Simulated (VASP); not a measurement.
# V (Fm-3m) in VASP: notebook

Runs on V. Level: PBEsol. Tasks: single point, relaxation of cell and atoms.

Everything below comes from runs of VASP 6.6.1. Logs are shortened: lines on timing, memory, paths and dates and some standing lists are left out, and cuts for length are marked.

## 1. The cell of the first run

Symmetry: Fm-3m, No. 225, cubic system. The conventional cell has a = 3.772 Å, b = 3.772 Å, c = 3.772 Å, α = 90.00°, β = 90.00°, γ = 90.00°. V (site symmetry m-3m) has 12 V at 2.67 Å within 3.5 Å.

This isn't the form of V at room conditions, which is bcc.

## 2. Single point, PBEsol, collinear spin, ferromagnetic start

File INCAR:

```
ALGO     = Normal         # electronic algorithm
EDIFF    = 1E-6           # SCF threshold, eV
ENCUT    = 500            # plane-wave cutoff, eV
GGA      = PS             # functional
GGA_COMPAT= F            
ISIF     = 2              # what is computed and relaxed
ISMEAR   = 0              # smearing method
ISPIN    = 2              # spin polarisation
LASPH    = T              # aspherical terms in the spheres
LCHARG   = T              # write CHGCAR
LELF     = T              # ELF
LMAXMIX  = 4              # l up to which the mixer works
LORBIT   = 11             # projections on sites
LREAL    = F              # projectors in reciprocal space
LVHAR    = T            
LWAVE    = F              # write WAVECAR
MAGMOM   = 3.09           # initial moments
NBANDS   = 16             # bands
NELM     = 200            # most SCF steps
PREC     = Accurate       # precision mode
SIGMA    = 0.1            # smearing width, eV
```

File KPOINTS:

```
k-points
0
Gamma
  8 8 8
```

File POSCAR:

```
V
1.0
    0.0000000000      1.8862124168      1.8862124168
    1.8862124168      0.0000000000      1.8862124168
    1.8862124168      1.8862124168      0.0000000000
V
1
Direct
    0.0000000000      0.0000000000      0.0000000000
```

Potentials or basis: VASP PAW PBE potentials, release 64 (V_sv).

On the command line:

```console
$ cat potpaw_PBE.64/V_sv/POTCAR > POTCAR
$ mpirun -np 1 vasp_std > vasp.out
```

OUTCAR:

```text
EDIFF = 1E-6
   ENCUT = 500
   GGA = PS
   ISIF = 2
   ISMEAR = 0
   ISPIN = 2
   LASPH = T
   LORBIT = 11
   LREAL = F
   NELM = 200
   PREC = Accurate

 ion  position               nearest neighbor table
   1  0.000  0.000  0.000-

  LATTYP: Found a face centered cubic cell.
 ALAT       =     3.7724248336

  Lattice vectors:

 A1 = (   0.0000000000,   1.8862124168,   1.8862124168)
 A2 = (   1.8862124168,   0.0000000000,   1.8862124168)
 A3 = (   1.8862124168,   1.8862124168,   0.0000000000)

Analysis of symmetry for initial positions (statically):
=====================================================================
 Subroutine PRICEL returns:
 Original cell was already a primitive cell.

 Routine SETGRP: Setting up the symmetry group for a
 face centered cubic supercell.

 Subroutine GETGRP returns: Found 48 space group operations
 (whereof 48 operations were pure point group operations)
 out of a pool of 48 trial point group operations.

The static configuration has the point symmetry O_h .

Analysis of symmetry for dynamics (positions and initial velocities):
=====================================================================
 Subroutine PRICEL returns:
 Original cell was already a primitive cell.

 Routine SETGRP: Setting up the symmetry group for a
 face centered cubic supercell.

 Subroutine GETGRP returns: Found 48 space group operations
 (whereof 48 operations were pure point group operations)
 out of a pool of 48 trial point group operations.

The dynamic configuration has the point symmetry O_h .

Analysis of structural, dynamic, and magnetic symmetry:
=====================================================================
 Subroutine PRICEL returns:
 Original cell was already a primitive cell.

 Routine SETGRP: Setting up the symmetry group for a
 face centered cubic supercell.

 Subroutine GETGRP returns: Found 48 space group operations
 (whereof 48 operations were pure point group operations)
 out of a pool of 48 trial point group operations.

The overall configuration has the point symmetry O_h .

 Subroutine INISYM returns: Found 48 space group operations
 (whereof 48 operations are pure point group operations),
 and found     1 'primitive' translations

----------------------------------------------------------------------------------------

                                     Primitive cell

  volume of cell :      13.4215

  direct lattice vectors                    reciprocal lattice vectors
     0.000000000  1.886212417  1.886212417    -0.265081491  0.265081491  0.265081491
     1.886212417  0.000000000  1.886212417     0.265081491 -0.265081491  0.265081491
     1.886212417  1.886212417  0.000000000     0.265081491  0.265081491 -0.265081491

  length of vectors
     2.667507181  2.667507181  2.667507181     0.459134611  0.459134611  0.459134611

  position of ions in fractional coordinates (direct lattice)
     0.000000000  0.000000000  0.000000000

  ion indices of the primitive-cell ions
   primitive index   ion index
                 1           1

----------------------------------------------------------------------------------------

 KPOINTS: k-points

Automatic generation of k-mesh.
 Grid dimensions read from file:
 generate k-points for:    8    8    8

 Generating k-lattice:

  Cartesian coordinates                     Fractional coordinates (reciprocal lattice)
    -0.033135186  0.033135186  0.033135186     0.125000000  0.000000000  0.000000000
     0.033135186 -0.033135186  0.033135186     0.000000000  0.125000000  0.000000000
     0.033135186  0.033135186 -0.033135186     0.000000000  0.000000000  0.125000000

  Length of vectors
     0.057391826  0.057391826  0.057391826

  Shift w.r.t. Gamma in fractional coordinates (k-lattice)
     0.000000000  0.000000000  0.000000000

 Subroutine IBZKPT returns following result:
 ===========================================

 Found     29 irreducible k-points:

 Following reciprocal coordinates:
            Coordinates               Weight
  0.000000  0.000000  0.000000      1.000000
  0.125000  0.000000  0.000000      8.000000
  0.250000  0.000000  0.000000      8.000000
  0.375000  0.000000  0.000000      8.000000
  0.500000  0.000000  0.000000      4.000000
  0.125000  0.125000  0.000000      6.000000
[... 16 lines left out ...]
  0.500000  0.250000  0.125000     48.000000
 -0.375000  0.250000  0.125000     24.000000
 [... further k-points ...]
   k-points           NKPTS =     29   k-points in BZ     NKDIM =     29   number of bands    NBANDS=     16
   number of dos      NEDOS =    301   number of ions     NIONS =      1
   total plane-waves  NPLWV =   8000
   dimension x,y,z NGX =    20 NGY =   20 NGZ =   20
   dimension x,y,z NGXF=    40 NGYF=   40 NGZF=   40
   ions per type =               1
   NGX,Y,Z   is equivalent  to a cutoff of  12.46, 12.46, 12.46 a.u.
   NGXF,Y,Z  is equivalent  to a cutoff of  24.93, 24.93, 24.93 a.u.
 SYSTEM =  unknown system
   PREC   = accura    normal or accurate (medium, high low for compatibility)
   ISTART =      0    job   : 0-new  1-cont  2-samecut
   ICHARG =      2    charge: 1-file 2-atom 10-const
   ISPIN  =      2    spin polarized calculation?
   LNONCOLLINEAR =      F non collinear calculations
   LSORBIT =      F    spin-orbit coupling
   LASPH  =      T    aspherical Exc in radial PAW
   ENCUT  =  500.0 eV  36.75 Ry    6.06 a.u.   4.86  4.86  4.86*2*pi/ulx,y,z
   NELM   =    200;   NELMIN=  2; NELMDL= -5     # of ELM steps
   EDIFF  = 0.1E-05   stopping-criterion for ELM
   LREAL  =      F    real-space projection
   EDIFFG = 0.1E-04   stopping-criterion for IOM
   NSW    =      0    number of steps for IOM
   IBRION =     -1    ionic relax: 0-MD 1-quasi-New 2-CG
   NFREE  =      0    steps in history (QN), initial steepest desc. (CG)
   ISIF   =      2    stress and relaxation
   ISYM   =      2    0-nonsym 1-usesym 2-fastsym
   POTIM  = 0.5000    time-step for ionic-motion
   TEBEG  =    0.0;   TEEND  =   0.0 temperature during run
   PSTRESS=    0.0 pullay stress
   NELECT =      13.0000    total number of electrons
   NUPDOWN=      -1.0000    fix difference up-down
   EMIN   =  10.00;   EMAX   =-10.00  energy-range for DOS
   EFERMI =   0.00;   METHOD = LEGACY
   ISMEAR =     0;   SIGMA  =   0.10  broadening in eV -4-tet -1-fermi 0-gaus
   EFERMI_NEDOS =   21; number of points for ismear=-14 and -15
   IALGO  =     38    algorithm
   IMIX   =      4    mixing-type and parameters
     AMIX     =   0.40;   BMIX     =  1.00
     AMIX_MAG =   1.60;   BMIX_MAG =  1.00
  volume/ion in A,a.u.               =      13.42        90.57
  Fermi-wavevector in a.u.,A,eV,Ry     =   1.619777  3.060936 35.697320  2.623679
  Thomas-Fermi vector in A             =   2.713823
   LORBIT       =     11    0 simple, 1 ext, 2 COOP (PROOUT), +10 PAW based schemes
   GGA     = PS    functional components
   LHFCALC =     F    Hartree Fock is set to
   AEXX    =    0.0000 exact exchange contribution
   IVDW    =     0    specifies the selected vdW correction
   LEPSILON=     F    determine dielectric tensor
   LRPA    =     F    only Hartree local field effects (RPA)
 spin polarized calculation
 Gauss-broadening in eV      SIGMA  =   0.10
  energy-cutoff  :      500.00
  volume of cell :       13.42
 maximum number of plane-waves:       360
   NGX =  9   NGY =  9   NGZ =  9

 number of electron      13.0000009 magnetization       0.0008681

 number of electron      13.0000009 magnetization      -0.0000921

 Free energy of the ion-electron system (eV)
  ---------------------------------------------------
  ext. energy  EPLUGINS =         0.00000000
  ---------------------------------------------------
  free energy    TOTEN  =        -9.36203849 eV

  energy without entropy =       -9.35048494  energy(sigma->0) =       -9.35626171

 E-fermi :   9.9404     XC(G=0): -13.0804

 val. band max:        9.9235866110   @ k =  -0.3750   0.1250   0.0000
 cond. band min:       9.9510342701   @ k =   0.5000   0.0000   0.0000
 fundamental gap:      0.0274476591
 Fermi energy:         9.9404455774

 spin component 1

 k-point     1 :       0.0000    0.0000    0.0000
  band No.  band energies     occupation
      1     -53.8735      1.00000
      2     -27.2770      1.00000
      3     -27.2770      1.00000
      4     -27.2770      1.00000
      5       3.0035      1.00000
      6      10.0941      0.01491
[... 8 lines left out ...]
     15      37.7015      0.00000
     16      38.8059      0.00000
[... 419 lines left out ...]
 k-point    24 :      -0.3750    0.2500    0.1250
  band No.  band energies     occupation
      1     -53.6516      1.00000
      2     -28.0660      1.00000
      3     -27.6340      1.00000
      4     -27.4691      1.00000
      5       7.6226      1.00000
      6       8.4804      1.00000
[... 8 lines left out ...]
     15      36.7006      0.00000
     16      41.2368      0.00000

 [... further k-points ...]

 spin component 2

 k-point     1 :       0.0000    0.0000    0.0000
  band No.  band energies     occupation
      1     -53.8736      1.00000
      2     -27.2771      1.00000
      3     -27.2771      1.00000
      4     -27.2771      1.00000
      5       3.0034      1.00000
      6      10.0940      0.01495
[... 8 lines left out ...]
     15      37.7015      0.00000
     16      38.8059      0.00000
[... 419 lines left out ...]
 k-point    24 :      -0.3750    0.2500    0.1250
  band No.  band energies     occupation
      1     -53.6517      1.00000
      2     -28.0661      1.00000
      3     -27.6340      1.00000
      4     -27.4692      1.00000
      5       7.6225      1.00000
      6       8.4804      1.00000
[... 8 lines left out ...]
     15      36.7005      0.00000
     16      41.2367      0.00000

 [... further k-points ...]

------------------------ aborting loop because EDIFF is reached ----------------------------------------

  FORCE on cell =-STRESS in cart. coord.  units (eV):
  Direction    XX          YY          ZZ          XY          YZ          ZX
  --------------------------------------------------------------------------------------
  -------------------------------------------------------------------------------------
  Total       -0.0015027     -0.0015027     -0.0015027      0.0000000     -0.0000000      0.0000000
  in kB       -0.1793806     -0.1793806     -0.1793806      0.0000000     -0.0000000      0.0000000
  external PRESSURE =      -0.1793806 kB  Pullay stress =       0.0000000 kB

 VOLUME and BASIS-vectors are now :
 -----------------------------------------------------------------------------
  energy-cutoff  :      500.00
  volume of cell :       13.42
      direct lattice vectors                 reciprocal lattice vectors
     0.000000000  1.886212417  1.886212417    -0.265081491  0.265081491  0.265081491
     1.886212417  0.000000000  1.886212417     0.265081491 -0.265081491  0.265081491
     1.886212417  1.886212417  0.000000000     0.265081491  0.265081491 -0.265081491

 POSITION                                       TOTAL-FORCE (eV/Angst)
 -----------------------------------------------------------------------------------
      0.00000      0.00000      0.00000        -0.000000     -0.000000      0.000000
 -----------------------------------------------------------------------------------
    total drift:                                0.000000      0.000000      0.000000

  FREE ENERGIE OF THE ION-ELECTRON SYSTEM (eV)
  ---------------------------------------------------
  free  energy   TOTEN  =        -9.3620384874 eV

  energy  without entropy=       -9.3504849356  energy(sigma->0) =       -9.35626171

 total charge

# of ion       s       p       d       tot
------------------------------------------
    1        2.352   6.241   3.060  11.654

 magnetization (x)

# of ion       s       p       d       tot
------------------------------------------
    1       -0.000  -0.000  -0.000  -0.000
```

Run time: 6.8 s. Hardware: 1 thread of Intel Xeon 6975P-C (Granite Rapids), shared host; peak memory 0.13 GiB.

What came out:

```yaml
Free_energy: -9.3620 eV
Pressure: 0.0 GPa
Net_moment: 0.00 μB per cell
Valence_electrons_inside_the_program's_atomic_spheres: V 11.65
```

Caveat: the k points lie up to 0.36 Å⁻¹ apart; the PAW data sets were made with another functional, which shifts forces and pressure a little.

## 3. Single point, PBEsol, collinear spin, ferromagnetic start

This run uses another cell than the first one, of 26.04 Å³/atom.

File INCAR:

```
SYSTEM = V
PREC = Accurate
ENCUT = 500
EDIFF = 1E-6
ISMEAR = 0
SIGMA = 0.1
LREAL = .False.
LASPH = .True.
NELM = 200
ALGO = Normal
ISIF = 2
LWAVE = .False.
LCHARG = .False.
ISPIN = 2
MAGMOM = 2
LORBIT = 11
LMAXMIX = 4
GGA = PS
NBANDS = 16
GGA_COMPAT = .False.
```

File KPOINTS:

```
regular mesh
0
Gamma
  6 6 6
  0 0 0
```

File POSCAR:

```
V
1.0
    0.0000000000      2.3526197355      2.3526197355
    2.3526197355      0.0000000000      2.3526197355
    2.3526197355      2.3526197355      0.0000000000
V
1
Direct
    0.0000000000      0.0000000000      0.0000000000
```

Potentials or basis: VASP PAW PBE potentials, release 64 (V_sv).

On the command line:

```console
$ cat potpaw_PBE.64/V_sv/POTCAR > POTCAR
$ mpirun -np 1 vasp_std > vasp.out
```

Run time: 6.9 s. Hardware: 1 thread of Intel Xeon 6975P-C (Granite Rapids), shared host; peak memory 0.14 GiB.

It converged, with:

| Property | Result |
| --- | --- |
| Free energy | -7.3715 eV |
| Pressure | -18.8 GPa |
| Net moment | 3.16 μB per cell |
| Site moments | V +2.55 μB |
| Valence electrons inside the program's atomic spheres | V 11.16 |

Levels at points of the mesh, in eV from the Fermi level:
Spin up:
| k point | band 6 | band 7 | band 8 | band 9 | band 10 | band 11 |
| --- | --- | --- | --- | --- | --- | --- |
| (0.00, 0.00, 0.00) | -0.79 | -0.79 | -0.79 | -0.12 | -0.12 | 12.83 |
| (0.50, 0.00, 0.00) | -0.85 | -0.85 | -0.68 | 0.40 | 0.40 | 2.97 |
| (0.50, 0.50, 0.00) | -1.99 | 0.36 | 0.55 | 0.55 | 0.69 | 4.81 |
Spin down:
```
           k point  band 2  band 3  band 4  band 5  band 6  band 7  band 8  band 9  band 10
(0.00, 0.00, 0.00)  -36.51  -36.51  -36.51   -4.62    1.47    1.47    1.47    2.35     2.35
(0.50, 0.00, 0.00)  -36.61  -36.52  -36.52   -1.04    0.45    1.44    1.44    2.84     2.84
(0.50, 0.50, 0.00)  -36.60  -36.54  -36.54   -0.65    0.08    2.01    2.87    2.95     2.95
```

Caveat: the k points lie up to 0.39 Å⁻¹ apart; the PAW data sets were made with another functional, which shifts forces and pressure a little.

[end of part 1 of 2]
